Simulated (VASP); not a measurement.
# CdTe4 (Pm-3m) in VASP: a series of runs

CdTe4 is run at these levels: PBE; tasks: relaxation of cell and atoms.

All numbers are computed with VASP 6.6.1; they aren't measurements. Logs are shortened: lines on timing, memory, paths and dates and some standing lists are left out, and cuts for length are marked.

## Step 1: The cell of the first run

The structure is cubic, space group Pm-3m (No. 221). The conventional cell has a = 5.597 Å, b = 5.597 Å, c = 5.597 Å, α = 90.00°, β = 90.00°, γ = 90.00°. Cd (site symmetry m-3m) has 6 Te at 2.80 Å within 3.7 Å. Te (site symmetry 4/mmm) has 2 Cd at 2.80 Å within 3.7 Å. Te (site symmetry m-3m) has 12 Te at 3.96 Å and 8 Cd at 4.85 Å within 5.2 Å.

The cell was built from a structure type or drawn by symmetry, and may not be a known phase.

## Step 2: Relaxation of cell and atoms, PBE

INCAR

```
  ALGO = Normal
  EDIFF = 1E-6
  EDIFFG = -0.04
  ENCUT = 600
  GGA = PE
  IBRION = 2
  ISIF = 3
  ISMEAR = 0
  LASPH = True
  LCHARG = False
  LREAL = False
  LWAVE = False
  NELM = 60
  NSW = 90
  PREC = Accurate
  SIGMA = 0.1
```

KPOINTS

```
k-points
0
Gamma
  4 4 4
```

POSCAR

```
CdTe4
1.0
    5.5968054300      0.0000000000      0.0000000000
    0.0000000000      5.5968054300      0.0000000000
    0.0000000000      0.0000000000      5.5968054300
Cd Te
1 4
Direct
    0.0000000000      0.0000000000      0.0000000000
    0.5000000000      0.0000000000      0.0000000000
    0.0000000000      0.5000000000      0.0000000000
    0.0000000000      0.0000000000      0.5000000000
    0.5000000000      0.5000000000      0.5000000000
```

Potentials or basis: VASP PAW PBE potentials, release 64 (Cd, Te).

The run is started by

```bash
$ cat potpaw_PBE.64/Cd/POTCAR potpaw_PBE.64/Te/POTCAR > POTCAR
$ mpirun -np 1 vasp_std > vasp.out
```

OUTCAR:

```text
EDIFF = 1E-6
   EDIFFG = -0.04
   ENCUT = 600
   GGA = PE
   IBRION = 2
   ISIF = 3
   ISMEAR = 0
   LASPH = True
   LREAL = False
   NELM = 60
   NSW = 90
   PREC = Accurate

 ion  position               nearest neighbor table
   1  0.000  0.000  0.000-   2 2.80   3 2.80   4 2.80   4 2.80   3 2.80   2 2.80
   2  0.500  0.000  0.000-   1 2.80   1 2.80
   3  0.000  0.500  0.000-   1 2.80   1 2.80
   4  0.000  0.000  0.500-   1 2.80   1 2.80
   5  0.500  0.500  0.500-

  LATTYP: Found a simple cubic cell.
 ALAT       =     5.5968054300

  Lattice vectors:

 A1 = (   5.5968054300,   0.0000000000,   0.0000000000)
 A2 = (   0.0000000000,   5.5968054300,   0.0000000000)
 A3 = (   0.0000000000,   0.0000000000,   5.5968054300)

Analysis of symmetry for initial positions (statically):
=====================================================================
 Subroutine PRICEL returns:
 Original cell was already a primitive cell.

 Routine SETGRP: Setting up the symmetry group for a
 simple cubic supercell.

 Subroutine GETGRP returns: Found 48 space group operations
 (whereof 48 operations were pure point group operations)
 out of a pool of 48 trial point group operations.

The static configuration has the point symmetry O_h .

Analysis of symmetry for dynamics (positions and initial velocities):
=====================================================================
 Subroutine PRICEL returns:
 Original cell was already a primitive cell.

 Routine SETGRP: Setting up the symmetry group for a
 simple cubic supercell.

 Subroutine GETGRP returns: Found 48 space group operations
 (whereof 48 operations were pure point group operations)
 out of a pool of 48 trial point group operations.

The dynamic configuration has the point symmetry O_h .

 Subroutine INISYM returns: Found 48 space group operations
 (whereof 48 operations are pure point group operations),
 and found     1 'primitive' translations

----------------------------------------------------------------------------------------

                                     Primitive cell

  volume of cell :     175.3156

  direct lattice vectors                    reciprocal lattice vectors
     5.596805430  0.000000000  0.000000000     0.178673354  0.000000000  0.000000000
     0.000000000  5.596805430  0.000000000     0.000000000  0.178673354  0.000000000
     0.000000000  0.000000000  5.596805430     0.000000000  0.000000000  0.178673354

  length of vectors
     5.596805430  5.596805430  5.596805430     0.178673354  0.178673354  0.178673354

  position of ions in fractional coordinates (direct lattice)
     0.000000000  0.000000000  0.000000000
     0.500000000  0.000000000  0.000000000
     0.000000000  0.500000000  0.000000000
     0.000000000  0.000000000  0.500000000
     0.500000000  0.500000000  0.500000000

  ion indices of the primitive-cell ions
   primitive index   ion index
                 1           1
                 2           2
                 3           3
                 4           4
                 5           5

----------------------------------------------------------------------------------------

 KPOINTS: k-points

Automatic generation of k-mesh.
 Grid dimensions read from file:
 generate k-points for:    4    4    4

 Generating k-lattice:

  Cartesian coordinates                     Fractional coordinates (reciprocal lattice)
[... 49 lines left out ...]
   IBRION =      2    ionic relax: 0-MD 1-quasi-New 2-CG
   NFREE  =      1    steps in history (QN), initial steepest desc. (CG)
   ISIF   =      3    stress and relaxation
   ISYM   =      2    0-nonsym 1-usesym 2-fastsym
   POTIM  = 0.5000    time-step for ionic-motion
   TEBEG  =    0.0;   TEEND  =   0.0 temperature during run
   PSTRESS=    0.0 pullay stress
   NELECT =      36.0000    total number of electrons
   NUPDOWN=      -1.0000    fix difference up-down
   EMIN   =  10.00;   EMAX   =-10.00  energy-range for DOS
   EFERMI =   0.00;   METHOD = LEGACY
   ISMEAR =     0;   SIGMA  =   0.10  broadening in eV -4-tet -1-fermi 0-gaus
   EFERMI_NEDOS =   21; number of points for ismear=-14 and -15
   IALGO  =     38    algorithm
   IMIX   =      4    mixing-type and parameters
     AMIX     =   0.40;   BMIX     =  1.00
     AMIX_MAG =   1.60;   BMIX_MAG =  1.00
  volume/ion in A,a.u.               =      35.06       236.62
  Fermi-wavevector in a.u.,A,eV,Ry     =   0.965833  1.825160 12.691974  0.932834
  Thomas-Fermi vector in A             =   2.095583
   LORBIT       =      0    0 simple, 1 ext, 2 COOP (PROOUT), +10 PAW based schemes
   GGA     = PE    functional components
   LHFCALC =     F    Hartree Fock is set to
   AEXX    =    0.0000 exact exchange contribution
   IVDW    =     0    specifies the selected vdW correction
   LEPSILON=     F    determine dielectric tensor
   LRPA    =     F    only Hartree local field effects (RPA)
 conjugate gradient relaxation of ions
 non-spin polarized calculation
 Gauss-broadening in eV      SIGMA  =   0.10
  energy-cutoff  :      600.00
  volume of cell :      175.32
 maximum number of plane-waves:      5904
 NGX is ok and might be reduce to    48
   NGX = 23   NGY = 23   NGZ = 23

--------------------------------------- Ionic step        1  -------------------------------------------

 number of electron      36.0000003 magnetization

 Free energy of the ion-electron system (eV)
  ---------------------------------------------------
  ext. energy  EPLUGINS =         0.00000000
  ---------------------------------------------------
  free energy    TOTEN  =       -10.49639133 eV

  energy without entropy =      -10.47531901  energy(sigma->0) =      -10.48585517

------------------------ aborting loop because EDIFF is reached ----------------------------------------

  FORCE on cell =-STRESS in cart. coord.  units (eV):
  Direction    XX          YY          ZZ          XY          YZ          ZX
  --------------------------------------------------------------------------------------
  -------------------------------------------------------------------------------------
  Total       -0.8770584     -0.8770584     -0.8770584      0.0000000     -0.0000000      0.0000000
  in kB       -8.0152762     -8.0152762     -8.0152762      0.0000000     -0.0000000      0.0000000
  external PRESSURE =      -8.0152762 kB  Pullay stress =       0.0000000 kB

 VOLUME and BASIS-vectors are now :
 -----------------------------------------------------------------------------
  energy-cutoff  :      600.00
  volume of cell :      175.32
      direct lattice vectors                 reciprocal lattice vectors
     5.596805430  0.000000000  0.000000000     0.178673354  0.000000000  0.000000000
     0.000000000  5.596805430  0.000000000     0.000000000  0.178673354  0.000000000
     0.000000000  0.000000000  5.596805430     0.000000000  0.000000000  0.178673354

 POSITION                                       TOTAL-FORCE (eV/Angst)
 -----------------------------------------------------------------------------------
      0.00000      0.00000      0.00000         0.000000      0.000000      0.000000
      2.79840      0.00000      0.00000         0.000000      0.000000      0.000000
      0.00000      2.79840      0.00000         0.000000      0.000000      0.000000
      0.00000      0.00000      2.79840         0.000000      0.000000      0.000000
      2.79840      2.79840      2.79840         0.000000      0.000000      0.000000
 -----------------------------------------------------------------------------------
    total drift:                               -0.000000     -0.000000      0.000000

  FREE ENERGIE OF THE ION-ELECTRON SYSTEM (eV)
  ---------------------------------------------------
  free  energy   TOTEN  =       -10.4963913261 eV

  energy  without entropy=      -10.4753190122  energy(sigma->0) =      -10.48585517

--------------------------------------- Ionic step        2  -------------------------------------------

 number of electron      36.0000003 magnetization

 Free energy of the ion-electron system (eV)
  ---------------------------------------------------
  ext. energy  EPLUGINS =         0.00000000
  ---------------------------------------------------
  free energy    TOTEN  =       -10.50696694 eV

  energy without entropy =      -10.48784827  energy(sigma->0) =      -10.49740761

 E-fermi :   4.0341     XC(G=0):  -9.0408

 val. band max:        3.9628834938   @ k =   0.2500   0.2500   0.2500
 cond. band min:       4.0832272819   @ k =   0.5000   0.2500   0.2500
 fundamental gap:      0.1203437881
 Fermi energy:         4.0340874722

 k-point     1 :       0.0000    0.0000    0.0000
  band No.  band energies     occupation
      1      -7.9665      2.00000
      2      -6.8077      2.00000
      3      -6.8077      2.00000
      4      -5.8979      2.00000
      5      -4.7379      2.00000
      6      -4.7379      2.00000
[... 239 lines left out ...]
     21       4.7890      0.00000
     22       8.1788      0.00000

------------------------ aborting loop because EDIFF is reached ----------------------------------------

  FORCE on cell =-STRESS in cart. coord.  units (eV):
  Direction    XX          YY          ZZ          XY          YZ          ZX
  --------------------------------------------------------------------------------------
  -------------------------------------------------------------------------------------
  Total        0.0323450      0.0323450      0.0323450      0.0000000      0.0000000      0.0000000
  in kB        0.3032282      0.3032282      0.3032282      0.0000000      0.0000000      0.0000000
  external PRESSURE =       0.3032282 kB  Pullay stress =       0.0000000 kB

 VOLUME and BASIS-vectors are now :
 -----------------------------------------------------------------------------
  energy-cutoff  :      600.00
  volume of cell :      170.90
      direct lattice vectors                 reciprocal lattice vectors
     5.549443441 -0.000000000  0.000000000     0.180198251 -0.000000000 -0.000000000
     0.000000000  5.549443441 -0.000000000     0.000000000  0.180198251  0.000000000
     0.000000000 -0.000000000  5.549443441    -0.000000000  0.000000000  0.180198251

 POSITION                                       TOTAL-FORCE (eV/Angst)
 -----------------------------------------------------------------------------------
      0.00000      0.00000      0.00000         0.000000     -0.000000     -0.000000
      2.77472     -0.00000      0.00000         0.000000      0.000000      0.000000
      0.00000      2.77472     -0.00000        -0.000000      0.000000     -0.000000
      0.00000     -0.00000      2.77472         0.000000      0.000000     -0.000000
      2.77472      2.77472      2.77472         0.000000      0.000000     -0.000000
 -----------------------------------------------------------------------------------
    total drift:                                0.000000     -0.000000      0.000000

  FREE ENERGIE OF THE ION-ELECTRON SYSTEM (eV)
  ---------------------------------------------------
  free  energy   TOTEN  =       -10.5069669443 eV

  energy  without entropy=      -10.4878482724  energy(sigma->0) =      -10.49740761

 reached required accuracy - stopping structural energy minimisation
```

It took 88 s on 1 thread of Intel Xeon Platinum 8259CL at 2.50GHz (Skylake/Cascade Lake), shared host; peak memory 0.34 GiB.

Results:

```
Free energy                           : -10.5070 eV
Relaxed volume                        : 34.18 Å³/atom
Relaxed cell                          : a = 5.549 Å, b = 5.549 Å, c = 5.549 Å, α = 90.00°, β = 90.00°, γ = 90.00°
Space group after relaxing (to 0.1 Å) : Pm-3m (No. 221)
Energy gained by relaxing             : 2.1 meV/atom
Ionic steps                           : 2
Pressure after relaxing               : 0.0 GPa
Band gap on the k mesh                : zero (bands 18 and 19 overlap by 1.09 eV)
```

The path:
```tsv
step	energy change (eV)	largest force (eV/Å)	pressure (GPa)	volume (Å³)
1	0.0000	0.0000	-0.80	175.32
2	-0.0106	0.0000	0.03	170.90
```

Final structure:
```yaml
crystal:
  lattice:
    - [5.54944, 0.00000, 0.00000]
    - [0.00000, 5.54944, 0.00000]
    - [0.00000, 0.00000, 5.54944]
  atoms:
    - { symbol: Cd, position: [0.00000, 0.00000, 0.00000] }
    - { symbol: Te, position: [0.50000, 0.00000, 0.00000] }
    - { symbol: Te, position: [0.00000, 0.50000, 0.00000] }
    - { symbol: Te, position: [0.00000, 0.00000, 0.50000] }
    - { symbol: Te, position: [0.50000, 0.50000, 0.50000] }
```

Levels at points of the mesh, in eV from the Fermi level:
```
           k point  band 15  band 16  band 17  band 18  band 19  band 20  band 21  band 22
(0.00, 0.00, 0.00)    -1.34    -0.65    -0.65    -0.65    -0.17     1.10     1.10     1.10
(0.50, 0.00, 0.00)    -1.44    -1.14    -1.10    -0.36    -0.36     0.27     0.27     3.81
(0.50, 0.50, 0.00)    -1.21    -1.21    -1.17     0.51     0.51     0.65     0.71     4.86
(0.50, 0.50, 0.50)     0.69     0.69     0.73     0.73     0.73     0.75     0.75     4.14
```

Caveat: spin-orbit coupling is left out, which moves the levels of the heavy elements.

## Step 3: Relaxation of cell and atoms, PBE

This run uses another cell than the first one, of 34.30 Å³/atom.

INCAR

```
SYSTEM = CdTe4
ALGO = Normal ; EDIFF = 1E-6
EDIFFG = -0.01 ; ENCUT = 600
GGA = PE ; IBRION = 2
ISIF = 3 ; ISMEAR = 0
LASPH = .TRUE. ; LCHARG = .FALSE.
LREAL = .FALSE. ; LWAVE = .FALSE.
NELM = 80 ; NSW = 100
PREC = Accurate ; SIGMA = 0.1
```

KPOINTS

```
k-points
0
G
  8 8 8
  0 0 0
```

POSCAR, as its differences from that of step 2:

```diff
@@ -2,5 +2,5 @@
 1.0
-    5.5968054300      0.0000000000      0.0000000000
-    0.0000000000      5.5968054300      0.0000000000
-    0.0000000000      0.0000000000      5.5968054300
+    5.5559985927      0.0000000000      0.0000000000
+    0.0000000000      5.5559985927      0.0000000000
+    0.0000000000      0.0000000000      5.5559985927
 Cd Te
```

Potentials or basis: VASP PAW PBE potentials, release 64 (Cd, Te).

The run is started by

```bash
$ cat potpaw_PBE.64/Cd/POTCAR potpaw_PBE.64/Te/POTCAR > POTCAR
$ mpirun -np 1 vasp_std > vasp.out
```

It took 3 min on 1 thread of Intel Xeon Platinum 8259CL at 2.50GHz (Skylake/Cascade Lake), shared host; peak memory 0.43 GiB.

The run converged. Its results:

```yaml
Free_energy: -10.4460 eV
Relaxed_volume: 34.38 Å³/atom
Relaxed_cell: a = 5.560 Å, b = 5.560 Å, c = 5.560 Å, α = 90.00°, β = 90.00°, γ = 90.00°
Space_group_after_relaxing_to_0.1_Å: Pm-3m (No. 221)
Energy_gained_by_relaxing: 0.0 meV/atom
Ionic_steps: 2
Pressure_after_relaxing: 0.0 GPa
Band_gap_on_the_k_mesh: zero (bands 18 and 19 overlap by 1.19 eV)
```

Final structure:
```
CELL_PARAMETERS angstrom
5.56009 0.00000 0.00000
0.00000 5.56009 0.00000
0.00000 0.00000 5.56009
ATOMIC_POSITIONS crystal
Cd 0.00000 0.00000 0.00000
Te 0.50000 0.00000 0.00000
Te 0.00000 0.50000 0.00000
Te 0.00000 0.00000 0.50000
Te 0.50000 0.50000 0.50000
```

Levels at points of the mesh, in eV from the Fermi level:
| k point | band 14 | band 15 | band 16 | band 17 | band 18 | band 19 | band 20 | band 21 | band 22 |
| --- | --- | --- | --- | --- | --- | --- | --- | --- | --- |
| (0.00, 0.00, 0.00) | -1.30 | -1.30 | -0.61 | -0.61 | -0.61 | -0.17 | 1.12 | 1.12 | 1.12 |
| (0.50, 0.00, 0.00) | -2.08 | -1.40 | -1.09 | -1.08 | -0.32 | -0.32 | 0.29 | 0.29 | 3.80 |
| (0.50, 0.50, 0.00) | -2.31 | -1.17 | -1.17 | -1.14 | 0.53 | 0.53 | 0.68 | 0.73 | 4.87 |
| (0.50, 0.50, 0.50) | 0.72 | 0.72 | 0.72 | 0.74 | 0.74 | 0.74 | 0.77 | 0.77 | 4.16 |

Caveat: spin-orbit coupling is left out, which moves the levels of the heavy elements.
